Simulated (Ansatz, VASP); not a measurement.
# Cd: VASP beside Ansatz

```
CELL_PARAMETERS angstrom
3.27354 0.00000 0.00000
-1.63677 2.83497 0.00000
0.00000 0.00000 10.71169
ATOMIC_POSITIONS crystal
Cd 0.00000 0.00000 0.00000
Cd 0.00000 0.00000 0.50000
Cd 0.33333 0.66667 0.25000
Cd 0.66667 0.33333 0.75000
```

Alike in both runs: task single point; functional revPBE; k mesh 13 × 13 × 4; occupations fermi-dirac, width 0.1 eV; no spin polarisation.

```csv
,VASP,Ansatz
version,VASP 6.6.1,Ansatz 0.2.0
potentials or method,"VASP PAW PBE potentials, release 64 (Cd), cutoff 520 eV","plane waves (420 eV) with PAW, scalar-relativistic"
valence electrons in the cell,48,80
```

Ansatz gave:

| Item | Value |
| --- | --- |
| pressure (GPa) | -1.2 |
| traceless stress, the component that is largest in VASP (GPa) | 0.07 |

What did VASP give for the same quantities?

Pressure (GPa): -1.0; traceless stress, the component that is largest in VASP (GPa): 0.07.

VASP's potentials were made for PBE, not for revPBE. VASP's potentials hold 48 valence electrons a cell and Ansatz's 80, so a difference there can come from the potentials and not from the codes.
